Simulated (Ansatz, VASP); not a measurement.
## Two plane-wave programs on BN

INCAR

```
  PREC = Accurate
  ENCUT = 520
  EDIFF = 1E-6
  ISMEAR = 0
  SIGMA = 0.05
  LREAL = False
  LASPH = True
  NELM = 60
  ALGO = Normal
  ISIF = 2
  LWAVE = False
  LCHARG = False
  GGA = PE
  NBANDS = 16
```

The input KPOINTS:

```
regular mesh
0
Gamma
  12 12 6
```

The input POSCAR:

```
BN
1.0
    2.7454850718      0.0000000000      0.0000000000
   -1.3727425359      2.3776598179      0.0000000000
    0.0000000000      0.0000000000      4.2268550000
B N
2 2
Direct
    0.6666666667      0.3333333333      0.9997240000
    0.3333333333      0.6666666667      0.4997240000
    0.6666666667      0.3333333333      0.6252760000
    0.3333333333      0.6666666667      0.1252760000
```

Input for Ansatz:

```yaml
crystal:
  lattice:
    - [2.7454850718, 0.0, 0.0]
    - [-1.3727425359, 2.3776598179, 0.0]
    - [0.0, 0.0, 4.226855]
  atoms:
    - { symbol: B, position: [0.6666666667, 0.3333333333, 0.999724] }
    - { symbol: B, position: [0.3333333333, 0.6666666667, 0.499724] }
    - { symbol: "N", position: [0.6666666667, 0.3333333333, 0.625276] }
    - { symbol: "N", position: [0.3333333333, 0.6666666667, 0.125276] }
basis:
  ecutwfc: 420
kpoints:
  mp_grid: { grid: [12, 12, 6] }
hamiltonian:
  xc: pbe
scf:
  occupations: { method: gaussian, width: 0.05 }
output:
  forces: true
  stress: true
  eigenvalues: true
```

Change from the starting cell: strain +0.0750 x Voigt [1, 1, 0, 0, 0, 0], atoms carried along.

Alike in both runs: task single point; functional PBE; k mesh 12 × 12 × 6; occupations gaussian, width 0.05 eV; no spin polarisation.

|  | VASP | Ansatz |
| --- | --- | --- |
| version | VASP 6.6.1 | Ansatz 0.2.0 |
| potentials or method | VASP PAW PBE potentials, release 64 (B, N), cutoff 520 eV | scalar-relativistic, plane waves, PAW |
| valence electrons in the cell | 16 | 16 |

|  | VASP | Ansatz | Ansatz less VASP |
| --- | --- | --- | --- |
| gap on the k mesh at the Fermi level (eV) | 5.45 | 5.46 | +0.005 |
| least direct gap on the mesh (eV) | 6.48 | 6.48 | -0.007 |
| pressure (GPa) | -39.0 | -38.9 | +0.09 |
| traceless stress, the component that is largest in VASP (GPa) | 31.74 | 31.56 | -0.178 |
| rms of the force components (eV/Å) | 0.061 | 0.067 | +0.0061 |

Atom by atom the forces differ by 0.006 eV/Å (rms over components). Both programs put the cell under strong tension, so it lies far from rest at this level. The functional is the same, so the differences come from potentials, cutoffs and numerics.

Noted on VASP's run: the cell as given lies far from equilibrium.
